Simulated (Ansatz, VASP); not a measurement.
CsSi2 in VASP and in Ansatz

POSCAR

```
CsSi2
1.0
    6.3715700000      0.0000000000      0.0000000000
   -3.1857800000      5.5179400000      0.0000000000
    0.0000000000      0.0000000000      4.4786600000
Cs Si
1 2
Direct
    0.0000000000      0.0000000000      0.0000000000
    0.6666700000      0.3333300000      0.2503900000
    0.6666700000      0.3333300000      0.7496100000
```

INCAR.step1

```
PREC = Accurate ; ENCUT = 520
EDIFF = 1E-5 ; ISMEAR = -1
SIGMA = 0.05 ; LREAL = F
LASPH = T ; NELM = 100
ALGO = Normal ; ISIF = 2
LWAVE = T ; LCHARG = F
NBANDS = 16 ; GGA = PE
```

The input INCAR.step2:

```
PREC = Accurate ; ENCUT = 520
EDIFF = 1E-7 ; ISMEAR = -1
SIGMA = 0.05 ; LREAL = F
LASPH = T ; NELM = 100
ALGO = Normal ; ISIF = 2
LWAVE = F ; LCHARG = F
GGA = PE ; LHFCALC = T
AEXX = 0.25 ; HFSCREEN = 0.6
PRECFOCK = Normal ; NBANDS = 16
ISTART = 1
```

The input KPOINTS:

```
Automatic mesh
0
Gamma
  3 3 3
```

File input.yaml:

```yaml
crystal:
  lattice:
    - [6.37157, 0.0, 0.0]
    - [-3.18578, 5.51794, 0.0]
    - [0.0, 0.0, 4.47866]
  atoms:
    - { symbol: Cs, position: [0.0, 0.0, 0.0] }
    - { symbol: Si, position: [0.66667, 0.33333, 0.25039] }
    - { symbol: Si, position: [0.66667, 0.33333, 0.74961] }
hamiltonian:
  xc: { exchange: pbe, correlation: pbe, exx: { coeff: 0.25, omega: 0.6 } }
  pseudopotentials: { kind: paw }
kpoints:
  mp_grid: { grid: [3, 3, 3] }
scf:
  occupations: { method: fermi_dirac, width: 0.05 }
output:
  forces: true
  stress: true
  eigenvalues: true
  write_density: true
  write_potential: true
  elf: true
  volumetric_format: npy
```

Alike in both runs: task single point; functional PBE-based screened hybrid; k mesh 3 × 3 × 3; occupations fermi-dirac, width 0.05 eV; no spin polarisation.

|  | VASP | Ansatz |
| --- | --- | --- |
| version | VASP 6.6.1 | Ansatz 0.2.0 |
| potentials or method | VASP PAW PBE potentials, release 64 (Cs_sv, Si) | Ansatz PAW |
| plane-wave cutoff (eV) | 520 | 420 |
| valence electrons in the cell | 17 | 17 |

VASP gave:

| Item | Value |
| --- | --- |
| gap on the k mesh at the Fermi level (eV) | none |
| pressure (GPa) | 0.2 |
| traceless stress, the component that is largest in VASP (GPa) | 0.49 |
| rms of the force components (eV/Å) | 0.011 |

Task: What did Ansatz give for the same quantities?

Result: gap on the k mesh at the Fermi level (eV): none; pressure (GPa): 0.2; traceless stress, the component that is largest in VASP (GPa): 0.55; rms of the force components (eV/Å): 0.011.

VASP's potentials were made for PBE, not for PBE-based screened hybrid. Atom by atom the forces differ by 0.001 eV/Å (rms over components). A gap of «none» marks a metal or a gap that the smearing closes.

The k mesh is coarse, so the values compare programs but aren't converged. Neither program's run includes spin-orbit coupling.
